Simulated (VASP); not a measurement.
# CsSe2N (R-3m) in VASP: further runs, part 2 of 2

VASP 6.6.1. Earlier steps stand in the parts before.

## Step 3: Relaxation of cell and atoms, LDA

This run uses another cell than the first one, of 25.58 Å³/atom.

Input file INCAR:

```
SYSTEM = CsSe2N
PREC = Accurate
ENCUT = 600
EDIFF = 1E-6
ISMEAR = 0
SIGMA = 0.0362
LREAL = .FALSE.
LASPH = .TRUE.
NELM = 100
ALGO = Normal
ISIF = 3
LWAVE = .FALSE.
LCHARG = .FALSE.
IBRION = 2
NSW = 60
EDIFFG = -0.01
```

Input file KPOINTS:

```
regular mesh
0
G
  6 6 6
  0 0 0
```

Input file POSCAR:

```
CsSe2N
1.0
    3.9573130000      0.0000000000      0.0000000000
   -1.9786570000      3.4271380000      0.0000000000
    0.0000000000     -2.2847560000      7.5433040000
Se N Cs
2 1 1
Direct
    0.2317900000      0.4635800000      0.6953700000
    0.7682100000      0.5364200000      0.3046300000
    0.5000000000      0.0000000000      0.5000000000
    0.0000000000      0.0000000000      0.0000000000
```

Potentials or basis: VASP PAW LDA potentials, release 64 (Se, N, Cs_sv).

On the command line:

```sh
$ cat potpaw_LDA.64/Se/POTCAR potpaw_LDA.64/N/POTCAR potpaw_LDA.64/Cs_sv/POTCAR > POTCAR
$ mpirun -np 1 vasp_std > vasp.out
```

OUTCAR:

```text
SYSTEM = CsSe2N
   PREC = Accurate
   ENCUT = 600
   EDIFF = 1E-6
   ISMEAR = 0
   LREAL = .FALSE.
   LASPH = .TRUE.
   NELM = 100
   ISIF = 3
   IBRION = 2
   NSW = 60
   EDIFFG = -0.01

 ion  position               nearest neighbor table
   1  0.232  0.464  0.695-
   2  0.768  0.536  0.305-
   3  0.500  0.000  0.500-
   4  0.000  0.000  0.000-

  LATTYP: Found a trigonal (rhomboedric) cell.
 ALAT       =     7.8817228697
 COS(alpha) =     0.8739538991

  Lattice vectors:

 A1 = (  -1.9786570000,   1.1423820000,   7.5433040000)
 A2 = (   0.0000000000,  -2.2847560000,   7.5433040000)
 A3 = (   1.9786560000,   1.1423820000,   7.5433040000)

Analysis of symmetry for initial positions (statically):
=====================================================================
 Subroutine PRICEL returns:
[... 177 lines left out ...]

 E-fermi :   2.1673     XC(G=0):  -9.5000

 val. band max:        2.1350341606   @ k =   0.0000   0.1667   0.0000
 cond. band min:       2.2687802277   @ k =   0.0000   0.0000   0.3333
 fundamental gap:      0.1337460671
 Fermi energy:         2.1672989937
[... 1067 lines left out ...]
      6      -5.4742      2.00000
[... 9 lines left out ...]
     16       5.6701      0.00000
     17       6.4113      0.00000

 [... further k-points ...]

[... ionic steps 4 to 9 ...]

--------------------------------------- Ionic step       10  -------------------------------------------

 number of electron      25.9999998 magnetization

------------------------ aborting loop because EDIFF is reached ----------------------------------------
[... 71 lines left out ...]
--------------------------------------- Ionic step       12  -------------------------------------------

 number of electron      25.9999998 magnetization

 Free energy of the ion-electron system (eV)
  ---------------------------------------------------
  ext. energy  EPLUGINS =         0.00000000
  ---------------------------------------------------
  free energy    TOTEN  =       -15.43657354 eV

  energy without entropy =      -15.43573637  energy(sigma->0) =      -15.43615496

 E-fermi :   4.4613     XC(G=0): -10.1102

 val. band max:        4.4539764234   @ k =   0.3333   0.0000   0.0000
 cond. band min:       4.7232578768   @ k =   0.0000   0.0000   0.1667
 fundamental gap:      0.2692814533
 Fermi energy:         4.4612728832
[... 511 lines left out ...]
  FREE ENERGIE OF THE ION-ELECTRON SYSTEM (eV)
  ---------------------------------------------------
  free  energy   TOTEN  =       -15.4365735442 eV

  energy  without entropy=      -15.4357363685  energy(sigma->0) =      -15.43615496

 reached required accuracy - stopping structural energy minimisation
```

OSZICAR:

```text
N       E                     dE             d eps       ncg     rms          rms(c)
DAV:   1     0.156342011743E+03    0.15634E+03   -0.12686E+04  1088   0.150E+03
DAV:   2    -0.180272491913E+01   -0.15814E+03   -0.15628E+03  1580   0.223E+02
DAV:   3    -0.138791507556E+02   -0.12076E+02   -0.11996E+02  1352   0.684E+01
DAV:   4    -0.140372835542E+02   -0.15813E+00   -0.15712E+00  1249   0.834E+00
[... 107 lines left out ...]
DAV:   1    -0.154366713330E+02   -0.12430E-03   -0.33707E-03  1088   0.352E-01    0.542E-02
DAV:   2    -0.154366053875E+02    0.65945E-04   -0.46339E-04  1146   0.112E-01    0.280E-02
DAV:   3    -0.154365825216E+02    0.22866E-04   -0.15406E-04  1403   0.550E-02    0.163E-02
DAV:   4    -0.154365737039E+02    0.88177E-05   -0.45992E-05  1275   0.350E-02    0.511E-03
DAV:   5    -0.154365735442E+02    0.15969E-06   -0.17940E-06   696   0.878E-03
  12 F= -.15436574E+02 E0= -.15436155E+02  d E =-.264958E-04
```

CONTCAR:

```text
CsSe2N
   1.00000000000000
     3.5838005419355796    0.0000000574254694   -0.0000000046863083
    -1.7919006740431245    3.1036654000888984    0.0000000348108526
    -0.0000000455843681   -2.0691077714581225    7.9307401347675794
  Se              N               Cs
     2     1     1
Direct
     0.2159941350831965    0.4319882698416193    0.6479824070125763
     0.7840058649168037    0.5680117301583806    0.3520175929874240
     0.5000000000000000    0.0000000000000000    0.5000000000000000
     0.0000000000000000    0.0000000000000000    0.0000000000000000

  0.00000000E+00  0.00000000E+00  0.00000000E+00
  0.00000000E+00  0.00000000E+00  0.00000000E+00
  0.00000000E+00  0.00000000E+00  0.00000000E+00
  0.00000000E+00  0.00000000E+00  0.00000000E+00
```

Run time: 11 min. Hardware: 1 thread of Intel Xeon 8259CL, shared host; peak memory 0.27 GiB.

Results:

| Item | Value |
| --- | --- |
| Free energy | -15.4366 eV |
| Relaxed volume | 22.05 Å³/atom |
| Relaxed cell | a = 3.584 Å, b = 3.584 Å, c = 8.196 Å, α = 102.63°, β = 90.00°, γ = 120.00° |
| Space group after relaxing (to 0.1 Å) | R-3m (No. 166) |
| Energy gained by relaxing | 385.5 meV/atom |
| Ionic steps | 12 |
| Pressure after relaxing | 0.0 GPa |
| Largest force after relaxing | 0.008 eV/Å |
| Band gap on the k mesh | zero (bands 13 and 14 overlap by 0.36 eV) |

Forces in eV/Å, atoms in the order of the input:
```
Se   0.000  0.000  0.008
Se   0.000  0.000 -0.008
N    0.000  0.000  0.000
Cs   0.000  0.000  0.000
```

Step by step:
```csv
step,energy change (eV),largest force (eV/Å),pressure (GPa),volume (Å³)
1,0.0000,2.4525,-5.34,102.30
2,-0.8288,2.0376,-1.08,90.19
3,-1.0640,1.1659,6.59,80.58
4,-1.3934,0.4935,5.74,82.12
5,-1.3933,0.5611,5.75,82.18
6,-1.5234,0.1116,-1.56,90.90
7,-1.5323,0.0165,-0.30,89.00
8,-1.5388,0.0160,-0.20,88.71
9,-1.5420,0.0121,-0.03,88.28
10,-1.5420,0.0122,-0.05,88.31
11,-1.5420,0.0121,-0.04,88.30
12,-1.5420,0.0084,0.01,88.21
```

Final structure:
```yaml
crystal:
  lattice:
    - [3.58380, 0.00000, 0.00000]
    - [-1.79190, 3.10367, 0.00000]
    - [0.00000, -2.06911, 7.93074]
  atoms:
    - { symbol: Se, position: [0.21599, 0.43199, 0.64798] }
    - { symbol: Se, position: [0.78401, 0.56801, 0.35202] }
    - { symbol: N, position: [0.50000, 0.00000, 0.50000] }
    - { symbol: Cs, position: [0.00000, 0.00000, 0.00000] }
```

Caveat: spin-orbit coupling is left out, which moves the levels of the heavy elements.

## Step 4: Relaxation of cell and atoms, LDA

This run uses another cell than the first one, of 25.58 Å³/atom.

Input file INCAR:

```
SYSTEM = CsSe2N
PREC     = Accurate       ! precision mode
ENCUT    = 600            ! plane-wave cutoff, eV
EDIFF    = 1E-7           ! SCF threshold, eV
ISMEAR   = 1              ! smearing method
SIGMA    = 0.15           ! smearing width, eV
LREAL    = .False.        ! projectors in reciprocal space
LASPH    = .True.         ! aspherical terms in the spheres
NELM     = 100            ! most SCF steps
ALGO     = Normal         ! electronic algorithm
ISIF     = 3              ! what is computed and relaxed
LWAVE    = .False.        ! write WAVECAR
LCHARG   = .False.        ! write CHGCAR
IBRION   = 2              ! ionic algorithm
NSW      = 60             ! ionic steps
EDIFFG   = -0.01          ! ionic threshold
```

Input file KPOINTS:

```
Automatic mesh
0
Gamma
  6 6 6
  0 0 0
```

POSCAR is that of step 3.

On the command line:

```sh
$ cat potpaw_LDA.64/Se/POTCAR potpaw_LDA.64/N/POTCAR potpaw_LDA.64/Cs_sv/POTCAR > POTCAR
$ mpirun -np 1 vasp_std > vasp.out
```

It took 11 min on 1 thread of Intel Xeon 8259CL, shared host; peak memory 0.27 GiB.

It converged, with:

- Free energy: -15.4349 eV
- Relaxed volume: 22.06 Å³/atom
- Relaxed cell: a = 3.586 Å, b = 3.586 Å, c = 8.190 Å, α = 102.64°, β = 90.00°, γ = 120.00°
- Space group after relaxing (to 0.1 Å): R-3m (No. 166)
- Energy gained by relaxing: 385.8 meV/atom
- Ionic steps: 11
- Pressure after relaxing: 0.0 GPa
- Largest force after relaxing: 0.008 eV/Å
- Band gap on the k mesh: zero (bands 13 and 14 overlap by 0.36 eV)

Forces on the atoms (eV/Å):
```
Se   0.000  0.000  0.008
Se   0.000  0.000 -0.008
N    0.000  0.000  0.000
Cs   0.000  0.000  0.000
```

The path:
```tsv
step	energy change (eV)	largest force (eV/Å)	pressure (GPa)	volume (Å³)
1	0.0000	2.4504	-5.34	102.30
2	-0.8299	2.0406	-1.08	90.19
3	-1.0683	1.1701	6.60	80.54
4	-1.3979	0.4993	5.70	82.14
5	-1.3978	0.5627	5.72	82.19
6	-1.5255	0.1239	-1.57	90.89
7	-1.5348	0.0094	-0.27	88.95
8	-1.5406	0.0091	-0.18	88.67
9	-1.5433	0.0119	-0.02	88.29
10	-1.5433	0.0117	-0.03	88.30
11	-1.5433	0.0082	0.00	88.24
```

Final structure:
```
Se N Cs
1.0
     3.58576    0.00000    0.00000
    -1.79288    3.10536    0.00000
     0.00000   -2.07024    7.92441
Se N Cs
2 1 1
Direct
  0.21596 0.43192 0.64788
  0.78404 0.56808 0.35212
  0.50000 0.00000 0.50000
  0.00000 0.00000 0.00000
```

Levels at points of the mesh, in eV from the Fermi level:
```
           k point  band 11  band 12  band 13  band 14  band 15  band 16
(0.00, 0.00, 0.00)    -1.77    -0.51    -0.51     0.49     1.29     1.98
(0.50, 0.00, 0.00)    -2.28    -0.64    -0.11     0.36     0.97     1.18
(0.00, 0.50, 0.00)    -2.79    -1.74    -0.30     0.69     1.33     2.12
(0.00, 0.00, 0.50)    -1.99    -0.46    -0.46    -0.38     1.48     1.79
```

Caveat: spin-orbit coupling is left out, which moves the levels of the heavy elements.

## Step 5: Relaxation of cell and atoms, revPBE

This run uses another cell than the first one, of 25.58 Å³/atom.

Input file INCAR:

```
PREC = Accurate
ENCUT = 600
EDIFF = 1E-6
ISMEAR = 0
SIGMA = 0.0362
LREAL = False
LASPH = True
NELM = 100
ALGO = Normal
ISIF = 3
LWAVE = False
LCHARG = False
GGA = RE
IBRION = 2
NSW = 60
EDIFFG = -0.01
```

Input file KPOINTS:

```
regular mesh
0
Gamma
  6 6 6
```

POSCAR is that of step 4.

Potentials or basis: VASP PAW PBE potentials, release 64 (Se, N, Cs_sv).

On the command line:

```sh
$ cat potpaw_PBE.64/Se/POTCAR potpaw_PBE.64/N/POTCAR potpaw_PBE.64/Cs_sv/POTCAR > POTCAR
$ mpirun -np 1 vasp_std > vasp.out
```

OUTCAR:

```text
PREC = Accurate
   ENCUT = 600
   EDIFF = 1E-6
   ISMEAR = 0
   LREAL = False
   LASPH = True
   NELM = 100
   ISIF = 3
   GGA = RE
   IBRION = 2
   NSW = 60
   EDIFFG = -0.01

 ion  position               nearest neighbor table
   1  0.232  0.464  0.695-
   2  0.768  0.536  0.305-
   3  0.500  0.000  0.500-
   4  0.000  0.000  0.000-

  LATTYP: Found a trigonal (rhomboedric) cell.
 ALAT       =     7.8817228697
 COS(alpha) =     0.8739538991

  Lattice vectors:

 A1 = (  -1.9786570000,   1.1423820000,   7.5433040000)
 A2 = (   0.0000000000,  -2.2847560000,   7.5433040000)
 A3 = (   1.9786560000,   1.1423820000,   7.5433040000)

Analysis of symmetry for initial positions (statically):
=====================================================================
 Subroutine PRICEL returns:
 Original cell was already a primitive cell.

 Routine SETGRP: Setting up the symmetry group for a
 trigonal (rhombohedral) supercell.

 Subroutine GETGRP returns: Found 12 space group operations
 (whereof 12 operations were pure point group operations)
 out of a pool of 12 trial point group operations.

The static configuration has the point symmetry D_3d.

Analysis of symmetry for dynamics (positions and initial velocities):
=====================================================================
 Subroutine PRICEL returns:
 Original cell was already a primitive cell.

 Routine SETGRP: Setting up the symmetry group for a
 trigonal (rhombohedral) supercell.

 Subroutine GETGRP returns: Found 12 space group operations
 (whereof 12 operations were pure point group operations)
 out of a pool of 12 trial point group operations.

The dynamic configuration has the point symmetry D_3d.

[... 142 lines left out ...]

 number of electron      25.9999998 magnetization

 Free energy of the ion-electron system (eV)
  ---------------------------------------------------
  ext. energy  EPLUGINS =         0.00000000
  ---------------------------------------------------
  free energy    TOTEN  =       -10.30961190 eV

  energy without entropy =      -10.30915092  energy(sigma->0) =      -10.30938141

------------------------ aborting loop because EDIFF is reached ----------------------------------------

  FORCE on cell =-STRESS in cart. coord.  units (eV):
  Direction    XX          YY          ZZ          XY          YZ          ZX
  --------------------------------------------------------------------------------------
  -------------------------------------------------------------------------------------
  Total       -0.2943385     -0.2943392      1.3048469      0.0000000      0.0000005     -0.0000001
  in kB       -4.6096081     -4.6096199     20.4350896      0.0000007      0.0000072     -0.0000009
  external PRESSURE =       3.7386205 kB  Pullay stress =       0.0000000 kB
[... 95 lines left out ...]
  FREE ENERGIE OF THE ION-ELECTRON SYSTEM (eV)
  ---------------------------------------------------
  free  energy   TOTEN  =       -11.3813871787 eV

  energy  without entropy=      -11.3803932848  energy(sigma->0) =      -11.38089023

[... ionic steps 4 to 9 ...]

--------------------------------------- Ionic step       10  -------------------------------------------

 number of electron      26.0000000 magnetization

------------------------ aborting loop because EDIFF is reached ----------------------------------------
[... 71 lines left out ...]
--------------------------------------- Ionic step       12  -------------------------------------------

 number of electron      26.0000000 magnetization

 Free energy of the ion-electron system (eV)
  ---------------------------------------------------
  ext. energy  EPLUGINS =         0.00000000
  ---------------------------------------------------
  free energy    TOTEN  =       -11.45310609 eV

  energy without entropy =      -11.45182672  energy(sigma->0) =      -11.45246640

 E-fermi :   3.3214     XC(G=0):  -9.1220

 val. band max:        3.3120595652   @ k =   0.3333   0.0000   0.0000
 cond. band min:       3.3331945647   @ k =   0.0000   0.0000   0.1667
 fundamental gap:      0.0211349995
 Fermi energy:         3.3213898976

 k-point     1 :       0.0000    0.0000    0.0000
  band No.  band energies     occupation
      1     -19.7227      2.00000
      2     -12.2521      2.00000
      3      -8.9246      2.00000
      4      -6.9652      2.00000
      5      -6.0942      2.00000
      6      -5.5355      2.00000
[... 457 lines left out ...]
      4      -8.2860      2.00000
      5      -7.2825      2.00000
      6      -6.3389      2.00000
[... 9 lines left out ...]
     16       4.8695      0.00000
     17       5.8430      0.00000

 [... further k-points ...]

------------------------ aborting loop because EDIFF is reached ----------------------------------------

  FORCE on cell =-STRESS in cart. coord.  units (eV):
  Direction    XX          YY          ZZ          XY          YZ          ZX
  --------------------------------------------------------------------------------------
  -------------------------------------------------------------------------------------
  Total       -0.0077453     -0.0077453      0.0304213      0.0000000      0.0000000     -0.0000000
  in kB       -0.1225584     -0.1225587      0.4813765      0.0000000      0.0000002     -0.0000000
  external PRESSURE =       0.0787531 kB  Pullay stress =       0.0000000 kB
[... 19 lines left out ...]
  FREE ENERGIE OF THE ION-ELECTRON SYSTEM (eV)
  ---------------------------------------------------
  free  energy   TOTEN  =       -11.4531060893 eV

  energy  without entropy=      -11.4518267162  energy(sigma->0) =      -11.45246640

 reached required accuracy - stopping structural energy minimisation
```

CONTCAR:

```text
CsSe2N
   1.00000000000000
     3.7931731403071454    0.0000000232771797   -0.0000000130568267
    -1.8965870292561160    3.2849881614235517    0.0000000969888763
    -0.0000000379196620   -2.1899893634707355    8.1258248716325419
  Se              N               Cs
     2     1     1
Direct
     0.2150308100904372    0.4300616201433808    0.6450924304748809
     0.7849691899095629    0.5699383798566193    0.3549075695251191
     0.5000000000000000    0.0000000000000000    0.5000000000000000
     0.0000000000000000    0.0000000000000000    0.0000000000000000

  0.00000000E+00  0.00000000E+00  0.00000000E+00
  0.00000000E+00  0.00000000E+00  0.00000000E+00
  0.00000000E+00  0.00000000E+00  0.00000000E+00
  0.00000000E+00  0.00000000E+00  0.00000000E+00
```

It took 11 min on 1 thread of Intel Xeon 8259CL, shared host; peak memory 0.31 GiB.

Results:

- Free energy: -11.4531 eV
- Relaxed volume: 25.31 Å³/atom
- Relaxed cell: a = 3.793 Å, b = 3.793 Å, c = 8.416 Å, α = 103.02°, β = 90.00°, γ = 120.00°
- Space group after relaxing (to 0.1 Å): R-3m (No. 166)
- Energy gained by relaxing: 285.9 meV/atom
- Ionic steps: 12
- Pressure after relaxing: 0.0 GPa
- Largest force after relaxing: 0.004 eV/Å
- Band gap on the k mesh: zero (bands 13 and 14 overlap by 0.51 eV)

Forces on the atoms (eV/Å):
```
Se   0.000  0.000  0.004
Se   0.000  0.000 -0.004
N    0.000  0.000  0.000
Cs   0.000  0.000  0.000
```

The path:
| step | energy change (eV) | largest force (eV/Å) | pressure (GPa) | volume (Å³) |
| --- | --- | --- | --- | --- |
| 1 | 0.0000 | 2.4643 | 0.37 | 102.30 |
| 2 | -0.5341 | 1.8002 | -0.70 | 103.18 |
| 3 | -1.0718 | 0.4543 | -1.16 | 104.73 |
| 4 | -1.1125 | 0.0399 | -0.80 | 105.28 |
| 5 | -1.1281 | 0.1833 | 0.15 | 102.34 |
| 6 | -1.1286 | 0.2146 | 0.37 | 101.73 |
| 7 | -1.1399 | 0.1425 | 0.15 | 101.59 |
| 8 | -1.1420 | 0.0903 | 0.02 | 101.48 |
| 9 | -1.1432 | 0.0315 | -0.08 | 101.56 |
| 10 | -1.1434 | 0.0022 | -0.12 | 101.60 |
| 11 | -1.1435 | 0.0052 | 0.06 | 101.07 |
| 12 | -1.1435 | 0.0042 | 0.01 | 101.25 |

Final structure:
```cif
data_structure
_symmetry_space_group_name_H-M 'P 1'
_symmetry_Int_Tables_number 1
_cell_length_a 3.7932
_cell_length_b 3.7932
_cell_length_c 8.4158
_cell_angle_alpha 103.024
_cell_angle_beta 90.000
_cell_angle_gamma 120.000
_cell_volume 101.25
loop_
_atom_site_label
_atom_site_type_symbol
_atom_site_fract_x
_atom_site_fract_y
_atom_site_fract_z
_atom_site_occupancy
Se1 Se 0.21503 0.43006 0.64509 1
Se2 Se 0.78497 0.56994 0.35491 1
N1 N 0.50000 0.00000 0.50000 1
Cs1 Cs 0.00000 0.00000 0.00000 1
```

Caveat: the PAW data sets were made with another functional, which shifts forces and pressure a little; spin-orbit coupling is left out, which moves the levels of the heavy elements.

## Step 6: Overview

```csv
task,level,potentials or basis,cell,k mesh,cutoff (eV),smearing,gap on the mesh (eV),pressure (GPa),relaxed volume (Å³/atom),largest force (eV/Å)
single point,LDA,"VASP PAW LDA potentials, release 64 (Se, N, Cs_sv)","a = 3.560, b = 3.560, c = 8.224 Å, angles 102.5, 90.0, 120.0°, 4 atoms, atomic positions A",9 × 9 × 9,520,gaussian 0.0362 eV,none,0.3,-,0.01
relaxation of cell and atoms,LDA,"VASP PAW LDA potentials, release 64 (Se, N, Cs_sv)","relaxed from a = 3.957, b = 3.957, c = 7.882 Å, angles 104.5, 90.0, 120.0°, 4 atoms, atomic positions B",6 × 6 × 6,600,gaussian 0.0362 eV,none,0.0,22.05,0.01
relaxation of cell and atoms,LDA,"VASP PAW LDA potentials, release 64 (Se, N, Cs_sv)","relaxed from a = 3.957, b = 3.957, c = 7.882 Å, angles 104.5, 90.0, 120.0°, 4 atoms, atomic positions B",6 × 6 × 6,600,methfessel-paxton 0.15 eV,none,0.0,22.06,0.01
relaxation of cell and atoms,revPBE,"VASP PAW PBE potentials, release 64 (Se, N, Cs_sv)","relaxed from a = 3.957, b = 3.957, c = 7.882 Å, angles 104.5, 90.0, 120.0°, 4 atoms, atomic positions B",6 × 6 × 6,600,gaussian 0.0362 eV,none,0.0,25.31,-
```

Alike in all rows: no spin polarisation.

Caveats: spin-orbit coupling is left out, which moves the levels of the heavy elements; the PAW data sets were made with another functional, which shifts forces and pressure a little (at least some runs).

Absolute energies hang on the potentials; compare differences alone.

The gap in the log of VASP goes by the Fermi energy; the results here count the filled bands.